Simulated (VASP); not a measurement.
# Hf (P6_3/mmc) in VASP: further runs

The runs below take Hf through single point, with PBE.

All numbers are computed with VASP 6.6.1; they aren't measurements. Logs are shortened: lines on timing, memory, paths and dates and some standing lists are left out, and cuts for length are marked.

**1. The cell of the first run**

It takes space group P6_3/mmc (No. 194, hexagonal). Conventional cell: a = 3.205 Å, b = 3.205 Å, c = 5.068 Å, α = 90.00°, β = 90.00°, γ = 120.00°. Within 4.1 Å of Hf (site symmetry -6m2) lie 12 Hf at 3.14 to 3.20 Å.

**2. Single point, PBE**

Contents of INCAR:

```
ALGO = Normal
EDIFF = 1E-7
ENCUT = 520
GGA = PE
ISIF = 2
ISMEAR = 0
LASPH = True
LCHARG = True
LELF = True
LREAL = False
LVHAR = True
LWAVE = False
NBANDS = 17
NELM = 80
PREC = Accurate
SIGMA = 0.1
```

Contents of KPOINTS:

```
k-points
0
Gamma
  12 12 7
```

Contents of POSCAR:

```
Hf
1.0
    3.2047644779      0.0000000000      0.0000000000
   -1.6023822390      2.7754074510      0.0000000000
    0.0000000000      0.0000000000      5.0675773734
Hf
2
Direct
    0.3333333333      0.6666666667      0.7500000000
    0.6666666667      0.3333333333      0.2500000000
```

Potentials or basis: VASP PAW PBE potentials, release 64 (Hf_pv).

Run with:

```
> cat potpaw_PBE.64/Hf_pv/POTCAR > POTCAR
> mpirun -np 1 vasp_std > vasp.out
```

OUTCAR:

```text
EDIFF = 1E-7
   ENCUT = 520
   GGA = PE
   ISIF = 2
   ISMEAR = 0
   LASPH = True
   LREAL = False
   NELM = 80
   PREC = Accurate

 ion  position               nearest neighbor table
   1  0.333  0.667  0.750-   2 3.14   2 3.14   2 3.14   2 3.14   2 3.14   2 3.14
   2  0.667  0.333  0.250-   1 3.14   1 3.14   1 3.14   1 3.14   1 3.14   1 3.14

  LATTYP: Found a hexagonal cell.
 ALAT       =     3.2047644779
 C/A-ratio  =     1.5812635869

  Lattice vectors:

 A1 = (   3.2047644779,   0.0000000000,   0.0000000000)
 A2 = (  -1.6023822390,   2.7754074510,   0.0000000000)
 A3 = (   0.0000000000,   0.0000000000,   5.0675773734)

Analysis of symmetry for initial positions (statically):
=====================================================================
 Subroutine PRICEL returns:
 Original cell was already a primitive cell.

 Routine SETGRP: Setting up the symmetry group for a
 hexagonal supercell.

 Subroutine GETGRP returns: Found 24 space group operations
 (whereof 12 operations were pure point group operations)
 out of a pool of 24 trial point group operations.

The static configuration has the point symmetry D_3d.
 The point group associated with its full space group is D_6h.

Analysis of symmetry for dynamics (positions and initial velocities):
=====================================================================
 Subroutine PRICEL returns:
 Original cell was already a primitive cell.

 Routine SETGRP: Setting up the symmetry group for a
 hexagonal supercell.

 Subroutine GETGRP returns: Found 24 space group operations
 (whereof 12 operations were pure point group operations)
 out of a pool of 24 trial point group operations.

The dynamic configuration has the point symmetry D_3d.
 The point group associated with its full space group is D_6h.

 Subroutine INISYM returns: Found 24 space group operations
 (whereof 12 operations are pure point group operations),
 and found     1 'primitive' translations

----------------------------------------------------------------------------------------

                                     Primitive cell

  volume of cell :      45.0737

  direct lattice vectors                    reciprocal lattice vectors
     3.204764478  0.000000000  0.000000000     0.312035411  0.180153728  0.000000000
    -1.602382239  2.775407451  0.000000000     0.000000000  0.360307457  0.000000000
     0.000000000  0.000000000  5.067577373     0.000000000  0.000000000  0.197332951

  length of vectors
     3.204764478  3.204764478  5.067577373     0.360307457  0.360307457  0.197332951

  position of ions in fractional coordinates (direct lattice)
     0.333333333  0.666666667  0.750000000
     0.666666667  0.333333333  0.250000000

  ion indices of the primitive-cell ions
   primitive index   ion index
                 1           1
                 2           2

----------------------------------------------------------------------------------------

 KPOINTS: k-points

Automatic generation of k-mesh.
 Grid dimensions read from file:
 generate k-points for:   12   12    7

 Generating k-lattice:

  Cartesian coordinates                     Fractional coordinates (reciprocal lattice)
     0.026002951  0.015012811  0.000000000     0.083333333  0.000000000  0.000000000
     0.000000000  0.030025621  0.000000000     0.000000000  0.083333333  0.000000000
     0.000000000  0.000000000  0.028190422     0.000000000  0.000000000  0.142857143

  Length of vectors
     0.030025621  0.030025621  0.028190422

  Shift w.r.t. Gamma in fractional coordinates (k-lattice)
     0.000000000  0.000000000  0.000000000

 Subroutine IBZKPT returns following result:
 ===========================================

 Found     76 irreducible k-points:

 Following reciprocal coordinates:
            Coordinates               Weight
  0.000000  0.000000  0.000000      1.000000
  0.083333  0.000000  0.000000      6.000000
  0.166667  0.000000  0.000000      6.000000
  0.250000  0.000000  0.000000      6.000000
  0.333333  0.000000  0.000000      6.000000
  0.416667  0.000000  0.000000      6.000000
[... 16 lines left out ...]
  0.250000  0.000000  0.142857     12.000000
  0.333333  0.000000  0.142857     12.000000
 [... further k-points ...]
   k-points           NKPTS =     76   k-points in BZ     NKDIM =     76   number of bands    NBANDS=     17
   number of dos      NEDOS =    301   number of ions     NIONS =      2
   total plane-waves  NPLWV =  23040
   dimension x,y,z NGX =    24 NGY =   24 NGZ =   40
   dimension x,y,z NGXF=    48 NGYF=   48 NGZF=   80
   ions per type =               2
   NGX,Y,Z   is equivalent  to a cutoff of  12.45, 12.45, 13.12 a.u.
   NGXF,Y,Z  is equivalent  to a cutoff of  24.90, 24.90, 26.24 a.u.
 SYSTEM =  unknown system
   PREC   = accura    normal or accurate (medium, high low for compatibility)
   ISTART =      0    job   : 0-new  1-cont  2-samecut
   ICHARG =      2    charge: 1-file 2-atom 10-const
   ISPIN  =      1    spin polarized calculation?
   LNONCOLLINEAR =      F non collinear calculations
   LSORBIT =      F    spin-orbit coupling
   LASPH  =      T    aspherical Exc in radial PAW
   ENCUT  =  520.0 eV  38.22 Ry    6.18 a.u.   5.96  5.96  9.42*2*pi/ulx,y,z
   NELM   =     80;   NELMIN=  2; NELMDL= -5     # of ELM steps
   EDIFF  = 0.1E-06   stopping-criterion for ELM
   LREAL  =      F    real-space projection
   EDIFFG = 0.1E-05   stopping-criterion for IOM
   NSW    =      0    number of steps for IOM
   IBRION =     -1    ionic relax: 0-MD 1-quasi-New 2-CG
   NFREE  =      0    steps in history (QN), initial steepest desc. (CG)
   ISIF   =      2    stress and relaxation
   ISYM   =      2    0-nonsym 1-usesym 2-fastsym
   POTIM  = 0.5000    time-step for ionic-motion
   TEBEG  =    0.0;   TEEND  =   0.0 temperature during run
   PSTRESS=    0.0 pullay stress
   NELECT =      20.0000    total number of electrons
   NUPDOWN=      -1.0000    fix difference up-down
   EMIN   =  10.00;   EMAX   =-10.00  energy-range for DOS
   EFERMI =   0.00;   METHOD = LEGACY
   ISMEAR =     0;   SIGMA  =   0.10  broadening in eV -4-tet -1-fermi 0-gaus
   EFERMI_NEDOS =   21; number of points for ismear=-14 and -15
   IALGO  =     38    algorithm
   IMIX   =      4    mixing-type and parameters
     AMIX     =   0.40;   BMIX     =  1.00
     AMIX_MAG =   1.60;   BMIX_MAG =  1.00
  volume/ion in A,a.u.               =      22.54       152.09
  Fermi-wavevector in a.u.,A,eV,Ry     =   1.248659  2.359623 21.213504  1.559149
  Thomas-Fermi vector in A             =   2.382735
   LORBIT       =      0    0 simple, 1 ext, 2 COOP (PROOUT), +10 PAW based schemes
   GGA     = PE    functional components
   LHFCALC =     F    Hartree Fock is set to
   AEXX    =    0.0000 exact exchange contribution
   IVDW    =     0    specifies the selected vdW correction
   LEPSILON=     F    determine dielectric tensor
   LRPA    =     F    only Hartree local field effects (RPA)
 non-spin polarized calculation
 Gauss-broadening in eV      SIGMA  =   0.10
  energy-cutoff  :      520.00
  volume of cell :       45.07
 maximum number of plane-waves:      1230
 NGX is ok and might be reduce to    24
   NGX = 11   NGY = 11   NGZ = 19

 number of electron      20.0000005 magnetization

 Free energy of the ion-electron system (eV)
  ---------------------------------------------------
  ext. energy  EPLUGINS =         0.00000000
  ---------------------------------------------------
  free energy    TOTEN  =       -19.85343050 eV

  energy without entropy =      -19.84580080  energy(sigma->0) =      -19.84961565

 E-fermi :   4.8762     XC(G=0): -11.2499

 val. band max:        4.8724708577   @ k =   0.0000   0.0000   0.2857
 cond. band min:       4.8847147245   @ k =   0.0833   0.0833   0.4286
 fundamental gap:      0.0122438669
 Fermi energy:         4.8761639765

 k-point     1 :       0.0000    0.0000    0.0000
  band No.  band energies     occupation
      1     -26.2139      2.00000
      2     -25.4906      2.00000
      3     -25.4906      2.00000
      4     -25.3674      2.00000
      5     -25.3655      2.00000
      6     -25.3655      2.00000
[... 9 lines left out ...]
     16       7.4856      0.00000
     17      10.1606      0.00000

 k-point     2 :       0.0833    0.0000    0.0000
  band No.  band energies     occupation
      1     -26.1964      2.00000
      2     -25.5277      2.00000
      3     -25.5031      2.00000
      4     -25.4047      2.00000
      5     -25.3755      2.00000
      6     -25.3705      2.00000
[... 9 lines left out ...]
     16       7.2902      0.00000
     17      10.3189      0.00000

 k-point     3 :       0.1667    0.0000    0.0000
  band No.  band energies     occupation
      1     -26.1463      2.00000
      2     -25.6292      2.00000
      3     -25.5361      2.00000
      4     -25.5090      2.00000
      5     -25.3999      2.00000
      6     -25.3850      2.00000
[... 9 lines left out ...]
     16       7.5861      0.00000
     17      10.6437      0.00000

 k-point     4 :       0.2500    0.0000    0.0000
  band No.  band energies     occupation
      1     -26.0704      2.00000
      2     -25.7679      2.00000
      3     -25.6455      2.00000
      4     -25.5793      2.00000
      5     -25.4404      2.00000
      6     -25.4065      2.00000
[... 9 lines left out ...]
     16       8.4338      0.00000
     17      10.9434      0.00000
[... 343 lines left out ...]
      1     -26.1169      2.00000
      2     -25.6186      2.00000
      3     -25.5433      2.00000
      4     -25.5288      2.00000
      5     -25.4091      2.00000
      6     -25.3926      2.00000
[... 9 lines left out ...]
     16       7.6983      0.00000
     17      10.6189      0.00000

 k-point    23 :       0.2500    0.0000    0.1429
  band No.  band energies     occupation
      1     -26.0585      2.00000
      2     -25.7482      2.00000
      3     -25.6749      2.00000
      4     -25.5709      2.00000
      5     -25.4441      2.00000
      6     -25.4152      2.00000
[... 9 lines left out ...]
     16       8.3623      0.00000
     17      10.8433      0.00000

 k-point    24 :       0.3333    0.0000    0.1429
  band No.  band energies     occupation
      1     -26.0200      2.00000
      2     -25.8533      2.00000
      3     -25.7935      2.00000
      4     -25.6116      2.00000
      5     -25.4899      2.00000
      6     -25.4387      2.00000
[... 9 lines left out ...]
     16       9.3345      0.00000
     17      10.9966      0.00000

 [... further k-points ...]

------------------------ aborting loop because EDIFF is reached ----------------------------------------

  FORCE on cell =-STRESS in cart. coord.  units (eV):
  Direction    XX          YY          ZZ          XY          YZ          ZX
  --------------------------------------------------------------------------------------
  -------------------------------------------------------------------------------------
  Total       -0.1050602     -0.1050602     -0.1235885      0.0000000      0.0000000      0.0000000
  in kB       -3.7344395     -3.7344395     -4.3930439      0.0000000      0.0000000      0.0000000
  external PRESSURE =      -3.9539743 kB  Pullay stress =       0.0000000 kB

 VOLUME and BASIS-vectors are now :
 -----------------------------------------------------------------------------
  energy-cutoff  :      520.00
  volume of cell :       45.07
      direct lattice vectors                 reciprocal lattice vectors
     3.204764478  0.000000000  0.000000000     0.312035411  0.180153728  0.000000000
    -1.602382239  2.775407451  0.000000000     0.000000000  0.360307457  0.000000000
     0.000000000  0.000000000  5.067577373     0.000000000  0.000000000  0.197332951

 POSITION                                       TOTAL-FORCE (eV/Angst)
 -----------------------------------------------------------------------------------
     -0.00000      1.85027      3.80068         0.000000      0.000000      0.000000
      1.60238      0.92514      1.26689        -0.000000     -0.000000      0.000000
 -----------------------------------------------------------------------------------
    total drift:                               -0.000000      0.000000     -0.000000

  FREE ENERGIE OF THE ION-ELECTRON SYSTEM (eV)
  ---------------------------------------------------
  free  energy   TOTEN  =       -19.8534305020 eV

  energy  without entropy=      -19.8458008022  energy(sigma->0) =      -19.84961565
```

It took 20 s on 1 thread of AMD EPYC 9R45 (Zen 5), shared host; peak memory 0.16 GiB.

Results:

```
Free energy            : -19.8534 eV
Pressure               : -0.4 GPa
Band gap on the k mesh : zero (bands 10 and 11 overlap by 1.50 eV)
```

Caveat: spin-orbit coupling is left out, which moves the levels of the heavy elements.

**3. Single point, PBE**

Contents of INCAR:

```
PREC = Accurate
ENCUT = 520
EDIFF = 1E-7
ISMEAR = 0
SIGMA = 0.1
LREAL = F
LASPH = T
NELM = 100
ALGO = Normal
ISIF = 2
LWAVE = F
LCHARG = F
GGA = PE
NBANDS = 17
```

Contents of KPOINTS:

```
Automatic mesh
0
Gamma
  15 15 8
```

Contents of POSCAR:

```
Hf
1.0
    3.2047644779      0.0000000000      0.0000000000
   -1.6023822389      2.7754074511      0.0000000000
    0.0000000000      0.0000000000      5.0675773734
Hf
2
Direct
    0.3333333333      0.6666666667      0.7500000000
    0.6666666667      0.3333333333      0.2500000000
```

Potentials or basis: VASP PAW PBE potentials, release 64 (Hf_pv).

Run with:

```
> cat potpaw_PBE.64/Hf_pv/POTCAR > POTCAR
> mpirun -np 1 vasp_std > vasp.out
```

OUTCAR:

```text
PREC = Accurate
   ENCUT = 520
   EDIFF = 1E-7
   ISMEAR = 0
   LREAL = F
   LASPH = T
   NELM = 100
   ISIF = 2
   GGA = PE

 ion  position               nearest neighbor table
   1  0.333  0.667  0.750-   2 3.14   2 3.14   2 3.14   2 3.14   2 3.14   2 3.14
   2  0.667  0.333  0.250-   1 3.14   1 3.14   1 3.14   1 3.14   1 3.14   1 3.14

  LATTYP: Found a hexagonal cell.
 ALAT       =     3.2047644779
 C/A-ratio  =     1.5812635869

  Lattice vectors:

 A1 = (   3.2047644779,   0.0000000000,   0.0000000000)
 A2 = (  -1.6023822389,   2.7754074511,   0.0000000000)
 A3 = (   0.0000000000,   0.0000000000,   5.0675773734)

Analysis of symmetry for initial positions (statically):
=====================================================================
 Subroutine PRICEL returns:
 Original cell was already a primitive cell.

 Routine SETGRP: Setting up the symmetry group for a
 hexagonal supercell.

 Subroutine GETGRP returns: Found 24 space group operations
 (whereof 12 operations were pure point group operations)
[... 163 lines left out ...]
  free energy    TOTEN  =       -19.85383790 eV

  energy without entropy =      -19.84662613  energy(sigma->0) =      -19.85023201

 E-fermi :   4.8772     XC(G=0): -11.2498

 val. band max:        4.8522504653   @ k =   0.1333   0.0000   0.0000
 cond. band min:       4.9010038123   @ k =   0.1333   0.0667   0.2500
 fundamental gap:      0.0487533470
 Fermi energy:         4.8771722488

 k-point     1 :       0.0000    0.0000    0.0000
  band No.  band energies     occupation
      1     -26.2163      2.00000
      2     -25.4883      2.00000
      3     -25.4883      2.00000
      4     -25.3698      2.00000
      5     -25.3631      2.00000
      6     -25.3631      2.00000
[... 457 lines left out ...]
      4     -25.7561      2.00000
      5     -25.6315      2.00000
      6     -25.5750      2.00000
[... 9 lines left out ...]
     16      10.7595      0.00000
     17      11.2121      0.00000

 [... further k-points ...]

------------------------ aborting loop because EDIFF is reached ----------------------------------------

  FORCE on cell =-STRESS in cart. coord.  units (eV):
  Direction    XX          YY          ZZ          XY          YZ          ZX
  --------------------------------------------------------------------------------------
  -------------------------------------------------------------------------------------
  Total       -0.1134262     -0.1134262     -0.1450656     -0.0000000      0.0000000     -0.0000000
  in kB       -4.0318150     -4.0318150     -5.1564626     -0.0000000      0.0000000     -0.0000000
  external PRESSURE =      -4.4066976 kB  Pullay stress =       0.0000000 kB

 VOLUME and BASIS-vectors are now :
 -----------------------------------------------------------------------------
  energy-cutoff  :      520.00
  volume of cell :       45.07
      direct lattice vectors                 reciprocal lattice vectors
     3.204764478  0.000000000  0.000000000     0.312035411  0.180153728  0.000000000
    -1.602382239  2.775407451  0.000000000     0.000000000  0.360307457  0.000000000
     0.000000000  0.000000000  5.067577373     0.000000000  0.000000000  0.197332951

 POSITION                                       TOTAL-FORCE (eV/Angst)
 -----------------------------------------------------------------------------------
     -0.00000      1.85027      3.80068        -0.000000      0.000000      0.000000
      1.60238      0.92514      1.26689         0.000000      0.000000      0.000000
 -----------------------------------------------------------------------------------
    total drift:                               -0.000000      0.000000     -0.000000

  FREE ENERGIE OF THE ION-ELECTRON SYSTEM (eV)
  ---------------------------------------------------
  free  energy   TOTEN  =       -19.8538379023 eV

  energy  without entropy=      -19.8466261276  energy(sigma->0) =      -19.85023201
```

OSZICAR:

```text
N       E                     dE             d eps       ncg     rms          rms(c)
DAV:   1     0.502731576378E+02    0.50273E+02   -0.11439E+04  4606   0.112E+03
DAV:   2    -0.187209454927E+02   -0.68994E+02   -0.67317E+02  6012   0.248E+02
DAV:   3    -0.205630845683E+02   -0.18421E+01   -0.18256E+01  5827   0.270E+01
DAV:   4    -0.205779668664E+02   -0.14882E-01   -0.14872E-01  5835   0.293E+00
DAV:   5    -0.205781263550E+02   -0.15949E-03   -0.15945E-03  5893   0.265E-01    0.648E+01
DAV:   6    -0.200479316609E+02    0.53019E+00   -0.50039E-01  5472   0.455E+00    0.384E+01
DAV:   7    -0.198642395272E+02    0.18369E+00   -0.84353E-01  5607   0.566E+00    0.189E+00
DAV:   8    -0.198537427033E+02    0.10497E-01   -0.53514E-02  5310   0.150E+00    0.207E-01
DAV:   9    -0.198538488106E+02   -0.10611E-03   -0.11436E-03  6265   0.239E-01    0.186E-01
DAV:  10    -0.198538346391E+02    0.14171E-04   -0.61197E-05  5413   0.519E-02    0.224E-01
DAV:  11    -0.198538378187E+02   -0.31796E-05   -0.60382E-06  6031   0.177E-02    0.116E-02
DAV:  12    -0.198538379023E+02   -0.83551E-07   -0.37032E-07  5648   0.391E-03
   1 F= -.19853838E+02 E0= -.19850232E+02  d E =-.721177E-02
```

Wall time 41 s (1 thread of AMD EPYC 9R45 (Zen 5), shared host); peak memory 0.19 GiB.

What came out:

| Property | Result |
| --- | --- |
| Free energy | -19.8538 eV |
| Pressure | -0.4 GPa |
| Band gap on the k mesh | zero (bands 10 and 11 overlap by 1.61 eV) |

Caveat: spin-orbit coupling is left out, which moves the levels of the heavy elements.

The gap in the log of VASP goes by the Fermi energy; the results here count the filled bands.